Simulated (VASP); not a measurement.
# GeSb3O2: relaxation of cell and atoms with PBE

The system is GeSb3O2.

```
Ge Sb O
1.0
     4.21301    0.00000    0.00000
    -2.10651    3.64858    0.00000
     0.00000    0.00000    8.87254
Ge Sb O
1 3 2
Direct
  0.66667 0.33333 0.00000
  0.66667 0.33333 0.50000
  0.00000 0.00000 0.00000
  0.00000 0.00000 0.50000
  0.33333 0.66667 0.24624
  0.33333 0.66667 0.75376
```

The cell was generated, and may not be a known phase.

```json
{
  "Program": "VASP 6.6.1",
  "Task": "relaxation of cell and atoms",
  "Functional": "PBE",
  "Potentials or basis": "VASP PAW PBE potentials, release 64 (Ge_d, Sb, O)",
  "Cutoff": "600 eV",
  "k mesh": "6 × 6 × 2",
  "Occupations": "gaussian, width 0.1 eV",
  "Spin": "no spin polarisation",
  "Dipole correction": "no",
  "Further INCAR settings": "ALGO = Normal; EDIFF = 1e-06; IBRION = 2; EDIFFG = -0.04; NSW = 90; ISIF = 3"
}
```

* Relaxed volume: 19.47 Å³/atom
* Relaxed cell: a = 4.683 Å, b = 4.683 Å, c = 6.153 Å, α = 90.00°, β = 90.00°, γ = 120.00°
* Space group after relaxing (to 0.1 Å): P-6m2 (No. 187)
* Energy gained by relaxing: 813.9 meV/atom
* Ionic steps: 18
* Pressure after relaxing: 0.0 GPa
* Largest force after relaxing: 0.011 eV/Å
* Band gap on the k mesh: zero (an odd number of electrons rules out a gap without spin polarisation)

Forces in eV/Å, atoms in the order of the input:
```
Ge   0.000  0.000  0.000
Sb   0.000  0.000  0.000
Sb   0.000  0.000  0.000
Sb   0.000  0.000  0.000
O    0.000  0.000  0.011
O    0.000  0.000 -0.011
```

Stress tensor (GPa, compression positive):
```
-0.03  0.00  0.00
 0.00 -0.03  0.00
 0.00  0.00  0.10
```

The path:
| step | energy change (eV) | largest force (eV/Å) | pressure (GPa) | volume (Å³) |
| --- | --- | --- | --- | --- |
| 1 | 0.0000 | 0.0669 | 12.65 | 136.38 |
| 2 | -2.5740 | 0.0664 | -8.02 | 171.30 |
| 3 | -2.7454 | 0.0587 | -4.72 | 162.00 |
| 4 | -3.6050 | 0.1792 | -4.86 | 147.75 |
| 5 | -4.2938 | 0.2100 | 8.51 | 105.76 |
| 6 | -4.6283 | 0.3284 | -3.52 | 127.84 |
| 7 | -4.8425 | 0.2792 | -0.29 | 116.76 |
| 8 | -4.8480 | 0.2862 | -1.11 | 118.52 |
| 9 | -4.8476 | 0.2832 | -0.76 | 117.66 |
| 10 | -4.8611 | 0.2483 | 0.99 | 115.17 |
| 11 | -4.8619 | 0.2561 | 0.71 | 115.62 |
| 12 | -4.8742 | 0.1746 | 0.35 | 116.43 |
| 13 | -4.8780 | 0.0690 | -0.10 | 117.48 |
| 14 | -4.8783 | 0.0878 | -0.02 | 117.28 |
| 15 | -4.8821 | 0.0225 | -0.42 | 117.53 |
| 16 | -4.8822 | 0.0297 | -0.38 | 117.50 |
| 17 | -4.8827 | 0.0029 | 0.23 | 116.36 |
| 18 | -4.8831 | 0.0108 | 0.01 | 116.83 |

Final structure:
```xyz
6
Lattice="4.6825 0.0000 0.0000 -2.3413 4.0552 0.0000 0.0000 0.0000 6.1527" Properties=species:S:1:pos:R:3 pbc="T T T"
Ge    2.3413    1.3517    0.0000
Sb    2.3413    1.3517    3.0763
Sb    0.0000    0.0000    0.0000
Sb    0.0000    0.0000    3.0763
O     0.0000    2.7034    1.6024
O     0.0000    2.7034    4.5502
```

Levels at points of the mesh, in eV from the Fermi level:
```csv
k point,band 19,band 20,band 21,band 22,band 23,band 24
"(0.00, 0.00, 0.00)",-1.32,-1.32,-1.32,-0.37,-0.24,3.35
"(0.50, 0.00, 0.00)",-0.61,-0.16,-0.02,0.21,2.57,4.48
"(0.00, 0.00, 0.50)",-2.07,-1.74,-1.74,-0.08,-0.02,3.73
"(0.50, 0.00, 0.50)",-0.26,0.49,0.59,0.83,0.88,1.48
```

It took 11 min on 1 thread of AMD EPYC 7R13 Processor (Zen 3) (shared host), peak memory 0.31 GiB.

Caveat: a cell axis changed by over 15 % at a fixed basis, so the end point is rough; spin-orbit coupling is left out, which moves the levels of the heavy elements; an odd number of electrons without spin polarisation forces a metal; a magnetic or distorted state may lie lower.
